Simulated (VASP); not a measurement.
Here is a VASP 6.6.1 calculation.

Contents of INCAR:

```
SYSTEM = CaF2
PREC = Accurate
ENCUT = 520
EDIFF = 1E-8
ISMEAR = -1
SIGMA = 0.03
LREAL = .False.
LASPH = .True.
NELM = 120
ALGO = Normal
ISIF = 2
LWAVE = .False.
LCHARG = .False.
LEFG = .True.
NBANDS = 19
GGA_COMPAT = .False.
```

Contents of KPOINTS:

```
regular mesh
0
Gamma
  10 10 10
  0 0 0
```

File POSCAR:

```
CaF2
1.0
    0.0000000000      2.7493382755      2.7493382755
    2.7493382755      0.0000000000      2.7493382755
    2.7493382755      2.7493382755      0.0000000000
Ca F
1 2
Direct
    0.0000000000      0.0000000000      0.0000000000
    0.2500000000      0.2500000000      0.2500000000
    0.7500000000      0.7500000000      0.7500000000
```

Potentials or basis: VASP PAW LDA potentials, release 64 (Ca_sv, F).

Command:

```bash
$ cat potpaw_LDA.64/Ca_sv/POTCAR potpaw_LDA.64/F/POTCAR > POTCAR
$ mpirun -np 1 vasp_std > vasp.out
```

Question: Estimate the pressure.

Answer: -7.5 GPa.

Question: Predict the band gap on the k mesh.

Answer: 6.79 eV (least direct gap 7.04 eV).

Caveat: the cell stands under tension. A k mesh can miss the band edges.
